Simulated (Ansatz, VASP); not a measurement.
# Two plane-wave programs on TiO2

```xyz
12
Lattice="4.8040 0.0000 -0.0017 0.0000 4.8661 0.0000 -0.8630 0.0000 4.9663" Properties=species:S:1:pos:R:3 pbc="T T T"
Ti    0.7140    2.1679    3.5481
Ti    2.7954    4.6010    3.8996
Ti    3.2269    2.6982    1.4165
Ti    1.1456    0.2651    1.0650
O     1.3126    3.6108    4.7835
O     2.1968    1.1777    2.6642
O     2.6283    1.2553    0.1811
O     1.7442    3.6884    2.3004
O     0.0011    1.5684    1.7492
O     4.3714    4.0015    0.7322
O     3.9399    3.2977    3.2154
O    -0.4304    0.8647    4.2324
```

Alike in both runs: functional r2SCAN; k mesh 6 × 6 × 6; occupations gaussian, width 0.02 eV; no spin polarisation.

Ansatz relaxed the structure, and its values are those at the end. VASP's run is a single point on that final structure, the one shown.

|  | VASP | Ansatz |
| --- | --- | --- |
| version | VASP 6.6.1 | Ansatz 0.2.0 |
| potentials or method | VASP PAW PBE potentials, release 64 (Ti_sv, O), cutoff 520 eV | scalar-relativistic, plane waves, PAW |
| valence electrons in the cell | 96 | 96 |

VASP gave:

| Property | Result |
| --- | --- |
| gap on the k mesh at the Fermi level (eV) | 2.72 |
| least direct gap on the mesh (eV) | 2.82 |
| pressure (GPa) | 1.9 |
| rms of the force components (eV/Å) | 0.046 |

What did Ansatz give for the same quantities?

gap on the k mesh at the Fermi level (eV): 2.70; least direct gap on the mesh (eV): 2.80; pressure (GPa): 0.0; rms of the force components (eV/Å): 0.001.

VASP's potentials were made for PBE, not for r2SCAN. With one functional, cell and mesh, what is left measures potentials, basis and numerics.
